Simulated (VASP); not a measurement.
A run of VASP 6.6.1:

INCAR

```
ALGO = Normal
EDIFF = 1E-6
ENCUT = 500
GGA = PE
GGA_COMPAT = False
ISIF = 2
ISMEAR = -1
LASPH = True
LCHARG = False
LORBIT = 11
LORBMOM = True
LREAL = False
LSORBIT = True
LWAVE = False
MAGMOM = 0 0 0
NBANDS = 18
NELM = 200
PREC = Accurate
SIGMA = 0.15
```

KPOINTS

```
k-points
0
Gamma
  4 4 4
```

Contents of POSCAR:

```
I
1.0
    0.0000000000      2.5787753100      2.5787753100
    2.5787753100      0.0000000000      2.5787753100
    2.5787753100      2.5787753100      0.0000000000
I
1
Direct
    0.0000000000      0.0000000000      0.0000000000
```

Potentials or basis: VASP PAW PBE potentials, release 64 (I).

Launch:

```console
$ cat potpaw_PBE.64/I/POTCAR > POTCAR
$ mpirun -np 1 vasp_ncl > vasp.out
```

Hardware: 1 thread of Intel Xeon 8259CL, with other jobs on the host.

**Question.** Estimate the wall time of this run.

**Answer.** It took 36 s on 1 thread of Intel Xeon 8259CL, on a shared host, peak memory 0.23 GiB. Counts: scf iterations 11, k points 8.
